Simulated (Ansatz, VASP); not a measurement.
Two plane-wave programs on Zn7O

```
Zn O
1.0
     5.11841    0.00000    0.00000
    -2.55920    4.43267    0.00000
     0.00000    0.00000    5.04025
Zn O
7 1
Cartesian
  0.0000 1.4730 0.0000
  -1.2836 3.6962 0.0000
  1.2836 3.6962 0.0000
  3.8189 2.2048 2.5201
  1.2995 2.2048 2.5201
  2.5592 0.0230 2.5201
  0.0000 0.0000 2.5201
  2.5592 1.4776 0.0000
```

Change from the starting cell: species swapped into the Mg7Cu type (P-6m2, No. 187).

Alike in both runs: functional PBE; k mesh 3 × 3 × 4; occupations gaussian, width 0.2 eV; no spin polarisation.

Ansatz relaxed the structure, and its values are those at the end. VASP's run is a single point on that final structure, the one shown.

|  | VASP | Ansatz |
| --- | --- | --- |
| version | VASP 6.6.1 | Ansatz 0.2.0 |
| potentials or method | VASP PAW PBE potentials, release 64 (Zn, O), cutoff 520 eV | scalar-relativistic, plane waves, PAW |
| valence electrons in the cell | 90 | 90 |

```csv
,VASP,Ansatz,Ansatz less VASP
gap on the k mesh at the Fermi level (eV),none,none,-
pressure (GPa),0.5,0.1,-0.42
rms of the force components (eV/Å),0.019,0.018,-0.0016
```

A gap of «none» marks a metal or a gap that the smearing closes. With one functional, cell and mesh, what is left measures potentials, basis and numerics.

The k mesh is coarse, so the values compare programs but aren't converged.
